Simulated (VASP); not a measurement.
Here is a VASP 6.6.1 calculation.

The input INCAR:

```
SYSTEM = SiO2
PREC = Accurate
ENCUT = 520
EDIFF = 1E-7
ISMEAR = 0
SIGMA = 0.05
LREAL = .False.
LASPH = .True.
NELM = 100
ALGO = Normal
ISIF = 2
LWAVE = .False.
LCHARG = .False.
GGA = PE
NBANDS = 25
```

File KPOINTS:

```
regular mesh
0
Gamma
  6 6 8
  0 0 0
```

POSCAR

```
SiO2
1.0
    4.1723000000      0.0000000000      0.0000000000
    0.0000000000      4.1723000000      0.0000000000
    0.0000000000      0.0000000000      2.5284000000
Si O
2 4
Direct
    0.5000000000      0.5000000000      0.5000000000
    0.0000000000      0.0000000000      0.0000000000
    0.6930127928      0.6930127928      0.0000000000
    0.1930127928      0.8069872072      0.5000000000
    0.3069872072      0.3069872072      0.0000000000
    0.8069872072      0.1930127928      0.5000000000
```

Potentials or basis: VASP PAW PBE potentials, release 64 (Si, O).

Launch:

```console
$ cat potpaw_PBE.64/Si/POTCAR potpaw_PBE.64/O/POTCAR > POTCAR
$ mpirun -np 1 vasp_std > vasp.out
```

Q: What does it give for the pressure?

A: 37.3 GPa.

Q: Estimate the band gap on the k mesh.

A: 6.86 eV, direct.

Q: What does it give for the largest force?

A: 0.590 eV/Å.

Forces on the atoms (eV/Å):
```
Si   0.000  0.000  0.000
Si   0.000  0.000  0.000
O    0.417  0.417  0.000
O    0.417 -0.417  0.000
O   -0.417 -0.417  0.000
O   -0.417  0.417  0.000
```

A k mesh can miss the band edges.
